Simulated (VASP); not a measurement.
# NaI (I4_1/amd) in VASP: notebook, part 2 of 2

VASP 6.6.1. Earlier steps stand in the parts before.

**3. Single point, PBE+D3(BJ)**

The input, INCAR:

```
SYSTEM = NaI
PREC = Accurate ; ENCUT = 520
EDIFF = 1E-6 ; ISMEAR = 0
SIGMA = 0.1 ; LREAL = .False.
LASPH = .True. ; NELM = 80
ALGO = Normal ; ISIF = 2
LWAVE = .False. ; LCHARG = .False.
GGA = PE ; IVDW = 12
NBANDS = 22
```

The input, KPOINTS:

```
regular mesh
0
Gamma
  2 2 2
  0 0 0
```

The input, POSCAR:

```
NaI
1.0
   -2.2145135000      2.2145135000      8.3637720000
    2.2145135000     -2.2145135000      8.3637720000
    2.2145135000      2.2145135000     -8.3637720000
Na I
2 2
Direct
    0.2500000000      0.7500000000      0.5000000000
    0.5000000000      0.5000000000      0.0000000000
    0.7500000000      0.2500000000      0.5000000000
    0.0000000000      0.0000000000      0.0000000000
```

Potentials or basis: VASP PAW PBE potentials, release 64 (Na_pv, I).

Run with:

```
> cat potpaw_PBE.64/Na_pv/POTCAR potpaw_PBE.64/I/POTCAR > POTCAR
> mpirun -np 1 vasp_std > vasp.out
```

OUTCAR:

```text
SYSTEM = NaI
   PREC = Accurate
   ENCUT = 520
   EDIFF = 1E-6
   ISMEAR = 0
   LREAL = .False.
   LASPH = .True.
   NELM = 80
   ISIF = 2
   GGA = PE
   IVDW = 12
 IVDW          = 12

 ion  position               nearest neighbor table
   1  0.250  0.750  0.500-   3 3.13   3 3.13   3 3.13   3 3.13
   2  0.500  0.500  0.000-   4 3.13   4 3.13   4 3.13   4 3.13
   3  0.750  0.250  0.500-   1 3.13   1 3.13   1 3.13   1 3.13
   4  0.000  0.000  0.000-   2 3.13   2 3.13   2 3.13   2 3.13

  LATTYP: Found a body centered tetragonal cell.
 ALAT       =     4.4290270000
 C/A-ratio  =     3.7767988319

  Lattice vectors:

 A1 = (  -2.2145135000,   2.2145135000,   8.3637720000)
 A2 = (   2.2145135000,  -2.2145135000,   8.3637720000)
 A3 = (   2.2145135000,   2.2145135000,  -8.3637720000)

Analysis of symmetry for initial positions (statically):
=====================================================================
 Subroutine PRICEL returns:
 Original cell was already a primitive cell.

 Routine SETGRP: Setting up the symmetry group for a
 body centered tetragonal supercell.

[... 151 lines left out ...]

 E-fermi :   0.4519     XC(G=0):  -6.8042

 val. band max:       -0.0897967874   @ k =   0.0000   0.0000   0.0000
 cond. band min:       2.9706002658   @ k =   0.0000   0.0000   0.0000
 fundamental gap:      3.0603970532
 Fermi energy:         0.4518586919

 k-point     1 :       0.0000    0.0000    0.0000
  band No.  band energies     occupation
      1     -23.1360      2.00000
      2     -23.1345      2.00000
      3     -23.0802      2.00000
      4     -23.0802      2.00000
      5     -23.0801      2.00000
      6     -23.0801      2.00000
[... 89 lines left out ...]
     21       8.4144      0.00000
     22       8.4144      0.00000

------------------------ aborting loop because EDIFF is reached ----------------------------------------

 Edisp (eV)   -0.80707

 E8    (eV) :    -0.3706

  FORCE on cell =-STRESS in cart. coord.  units (eV):
  Direction    XX          YY          ZZ          XY          YZ          ZX
  --------------------------------------------------------------------------------------
  -------------------------------------------------------------------------------------
  Total       0.79127     0.79127    -1.04501     0.00000     0.00000     0.00000
  in kB       7.72708     7.72708   -10.20501     0.00000     0.00000     0.00000
  external pressure =        1.75 kB  Pullay stress =        0.00 kB

 VOLUME and BASIS-vectors are now :
 -----------------------------------------------------------------------------
  energy-cutoff  :      520.00
  volume of cell :      164.07
      direct lattice vectors                 reciprocal lattice vectors
    -2.214513500  2.214513500  8.363772000     0.000000000  0.225783225  0.059781639
     2.214513500 -2.214513500  8.363772000     0.225783225  0.000000000  0.059781639
     2.214513500  2.214513500 -8.363772000     0.225783225  0.225783225  0.000000000

 POSITION                                       TOTAL-FORCE (eV/Angst)
 -----------------------------------------------------------------------------------
      2.21451      0.00000      4.18189        -0.000000      0.000000     -0.000000
      0.00000      0.00000      8.36377         0.000000     -0.000000     -0.000000
      0.00000      2.21451      4.18189        -0.000000      0.000000     -0.000000
      0.00000      0.00000      0.00000         0.000000     -0.000000      0.000000
 -----------------------------------------------------------------------------------
    total drift:                                0.000000     -0.000000      0.000000

  FREE ENERGIE OF THE ION-ELECTRON SYSTEM (eV)
  ---------------------------------------------------
  free  energy   TOTEN  =       -10.6363487855 eV

  energy  without entropy=      -10.6363487855  energy(sigma->0) =      -10.63634879
```

OSZICAR:

```text
N       E                     dE             d eps       ncg     rms          rms(c)
DAV:   1     0.205171884716E+03    0.20517E+03   -0.12536E+04   176   0.111E+03
DAV:   2     0.690802345892E+01   -0.19826E+03   -0.18909E+03   212   0.274E+02
DAV:   3    -0.972404659586E+01   -0.16632E+02   -0.16572E+02   218   0.859E+01
DAV:   4    -0.101798067080E+02   -0.45576E+00   -0.45562E+00   222   0.155E+01
DAV:   5    -0.101975833418E+02   -0.17777E-01   -0.17776E-01   242   0.288E+00    0.254E+00
DAV:   6    -0.987763194385E+01    0.31995E+00   -0.38173E-01   200   0.261E+00    0.175E+00
DAV:   7    -0.981014766327E+01    0.67484E-01   -0.34906E-01   218   0.229E+00    0.113E+00
DAV:   8    -0.982898338507E+01   -0.18836E-01   -0.30001E-02   182   0.107E+00    0.408E-01
DAV:   9    -0.982813925096E+01    0.84413E-03   -0.10762E-03   200   0.233E-01    0.965E-02
DAV:  10    -0.982921983338E+01   -0.10806E-02   -0.14486E-03   188   0.203E-01    0.214E-02
DAV:  11    -0.982926509260E+01   -0.45259E-04   -0.70921E-05   206   0.568E-02    0.880E-03
DAV:  12    -0.982928026571E+01   -0.15173E-04   -0.15001E-05   200   0.269E-02    0.360E-03
DAV:  13    -0.982928286077E+01   -0.25951E-05   -0.32748E-06   156   0.977E-03    0.162E-03
DAV:  14    -0.982928292062E+01   -0.59842E-07   -0.18429E-07   186   0.286E-03
   1 F= -.10636349E+02 E0= -.10636349E+02  d E =-.127805E-14
```

stdout:

```text
POSCAR found type information on POSCAR NaI
 POSCAR found :  2 types and       4 ions
 scaLAPACK will be used
 LDA part: xc-table for (Slater+PW92), standard interpolation
 POSCAR, INCAR and KPOINTS ok, starting setup
 FFT: planning ... GRIDC
 FFT: planning ... GRID_SOFT
 FFT: planning ... GRID
 WAVECAR not read
 entering main loop
```

Wall time 59 s (1 thread of AMD EPYC 7R13 (Zen 3), shared host); peak memory 0.56 GiB.

Results:

| Property | Result |
| --- | --- |
| Free energy | -10.6363 eV |
| Pressure | 0.2 GPa |
| Band gap on the k mesh | 3.06 eV, direct |
| Dispersion energy per atom | -0.202 eV |

Stress tensor (GPa, compression positive):
```
 0.77  0.00  0.00
 0.00  0.77  0.00
 0.00  0.00 -1.02
```

Levels at points of the mesh, in eV from the valence-band top:
| k point | band 11 | band 12 | band 13 | band 14 | band 15 | band 16 | band 17 | band 18 |
| --- | --- | --- | --- | --- | --- | --- | --- | --- |
| (0.00, 0.00, 0.00) | -0.30 | -0.28 | -0.28 | 0.00 | 3.06 | 4.69 | 6.00 | 6.34 |
| (0.50, 0.00, 0.00) | -0.78 | -0.21 | -0.18 | -0.10 | 4.71 | 5.28 | 5.96 | 6.87 |
| (0.50, 0.50, 0.00) | -1.50 | -1.50 | -0.22 | -0.22 | 4.21 | 4.22 | 6.33 | 6.33 |
| (0.50, 0.50, 0.50) | -0.40 | -0.40 | -0.18 | -0.18 | 3.99 | 3.99 | 6.30 | 6.30 |

Caveat: the k points lie up to 1.00 Å⁻¹ apart; three body term missing; spin-orbit coupling is left out, which moves the levels of the heavy elements.

**4. Single point, PBE**

This run uses another cell than the first one, of 59.47 Å³/atom, 1.450 times its volume.

The input, INCAR:

```
ALGO = Normal ; EDIFF = 1E-7
ENCUT = 520 ; GGA = PE
ISIF = 2 ; ISMEAR = 0
LASPH = T ; LCHARG = F
LREAL = F ; LWAVE = F
NBANDS = 22 ; NELM = 80
PREC = Accurate ; SIGMA = 0.1
```

The input, KPOINTS:

```
k-points
0
Gamma
  2 2 2
```

The input, POSCAR:

```
NaI
1.0
   -2.5064997535      2.5064997535      9.4665453410
    2.5064997535     -2.5064997535      9.4665453410
    2.5064997535      2.5064997535     -9.4665453410
Na I
2 2
Direct
    0.2500000000      0.7500000000      0.5000000000
    0.5000000000      0.5000000000      0.0000000000
    0.7500000000      0.2500000000      0.5000000000
    0.0000000000      0.0000000000      0.0000000000
```

Run with:

```
> cat potpaw_PBE.64/Na_pv/POTCAR potpaw_PBE.64/I/POTCAR > POTCAR
> mpirun -np 1 vasp_std > vasp.out
```

Wall time 82 s (1 thread of AMD EPYC 7R13 (Zen 3), shared host); peak memory 0.82 GiB.

Results (log left out):

```yaml
Free_energy: -9.5006 eV
Pressure: -1.6 GPa
Band_gap_on_the_k_mesh: 2.54 eV, direct
```

Stress tensor (GPa, compression positive):
```
-2.27  0.00  0.00
 0.00 -2.27  0.00
 0.00  0.00 -0.13
```

Levels at points of the mesh, in eV from the valence-band top:
| k point | band 11 | band 12 | band 13 | band 14 | band 15 | band 16 | band 17 | band 18 |
| --- | --- | --- | --- | --- | --- | --- | --- | --- |
| (0.00, 0.00, 0.00) | -0.29 | -0.28 | -0.28 | 0.00 | 2.54 | 3.66 | 5.44 | 6.33 |
| (0.50, 0.00, 0.00) | -0.36 | -0.22 | -0.18 | -0.07 | 4.61 | 4.71 | 5.01 | 5.77 |
| (0.50, 0.50, 0.00) | -0.92 | -0.92 | -0.10 | -0.10 | 3.77 | 3.77 | 6.05 | 6.05 |
| (0.50, 0.50, 0.50) | -0.33 | -0.33 | -0.24 | -0.24 | 3.10 | 3.10 | 6.07 | 6.07 |

Caveat: the k points lie up to 0.89 Å⁻¹ apart; spin-orbit coupling is left out, which moves the levels of the heavy elements. PBE gaps usually lie below the measured ones, often by a third to a half.

**5. Single point, PBE**

The input, INCAR:

```
SYSTEM = NaI
ALGO     = Normal         ! electronic algorithm
EDIFF    = 1E-6           ! SCF threshold, eV
ENCUT    = 520            ! plane-wave cutoff, eV
GGA      = PE             ! functional
ISIF     = 2              ! what is computed and relaxed
ISMEAR   = 0              ! smearing method
ISYM     = 0            
LASPH    = .TRUE.         ! aspherical terms in the spheres
LCHARG   = .TRUE.         ! write CHGCAR
LELF     = .TRUE.         ! ELF
LREAL    = .FALSE.        ! projectors in reciprocal space
LVHAR    = .TRUE.       
LWAVE    = .FALSE.        ! write WAVECAR
NBANDS   = 22             ! bands
NELM     = 80             ! most SCF steps
PREC     = Accurate       ! precision mode
SIGMA    = 0.1            ! smearing width, eV
```

The input, KPOINTS:

```
k-points
0
G
  1 4 3
  0 0 0
```

The input, POSCAR:

```
NaI
1.0
   -2.2145135000      2.2145135000      8.3637720000
    2.2145135000     -2.2145135000      8.3637720000
    2.2145135000      2.2145135000     -8.3637720000
Na I
2 2
Direct
    0.2500000000      0.7500000000      0.5000000000
    0.5000000000      0.5000000000      0.0000000000
    0.7500000000      0.2500000000      0.5000000000
    0.0000000000      0.0000000000      0.0000000000
```

Run with:

```
> cat potpaw_PBE.64/Na_pv/POTCAR potpaw_PBE.64/I/POTCAR > POTCAR
> mpirun -np 1 vasp_std > vasp.out
```

Wall time 96 s (1 thread of AMD EPYC 7R13 (Zen 3), shared host); peak memory 0.59 GiB.

It converged, with:

```yaml
Free_energy: -10.2333 eV
Pressure: 0.3 GPa
Largest_force: 0.082 eV/Å
Band_gap_on_the_k_mesh: 3.10 eV, indirect (least direct gap 3.12 eV)
```

Forces on the atoms (eV/Å):
```
Na  -0.004 -0.004 -0.001
Na   0.004  0.004  0.001
I    0.059  0.057 -0.001
I   -0.058 -0.057  0.001
```

Stress tensor (GPa, compression positive):
```
 0.12  0.04 -0.06
 0.04  0.36  0.06
-0.06  0.06  0.35
```

Levels at points of the mesh, in eV from the valence-band top:
```csv
k point,band 12,band 13,band 14,band 15,band 16,band 17
"(0.00, 0.00, 0.00)",-0.30,-0.30,-0.02,3.10,4.72,6.02
"(0.00, 0.50, 0.00)",-0.22,-0.19,-0.12,4.75,5.32,5.98
```

Caveat: the k points lie up to 1.47 Å⁻¹ apart; spin-orbit coupling is left out, which moves the levels of the heavy elements. As with any semilocal functional, this PBE gap is likely too small.

**6. The runs side by side**

| level | cell | k mesh | gap on the mesh (eV) | pressure (GPa) |
| --- | --- | --- | --- | --- |
| PBE | a = 8.931 Å, angles 151.3, 151.3, 41.1°, 4 atoms | 2 × 2 × 2 | 3.06 | 1.1 |
| PBE+D3(BJ) | a = 8.931 Å, angles 151.3, 151.3, 41.1°, 4 atoms | 2 × 2 × 2 | 3.06 | 0.2 |
| PBE | a = 10.108 Å, angles 151.3, 151.3, 41.1°, 4 atoms | 2 × 2 × 2 | 2.54 | -1.6 |
| PBE | a = 8.931 Å, angles 151.3, 151.3, 41.1°, 4 atoms | 1 × 4 × 3 | 3.10 | 0.3 |

Alike in all rows: task single point; potentials or basis VASP PAW PBE potentials, release 64 (Na_pv, I); no spin polarisation; cutoff (eV) 520; smearing gaussian 0.1 eV.

Caveats: all runs use coarse meshes; spin-orbit coupling is left out, which moves the levels of the heavy elements; three body term missing (some runs).

Total energies depend on the potentials used, so only differences within one code and one set of settings carry meaning.
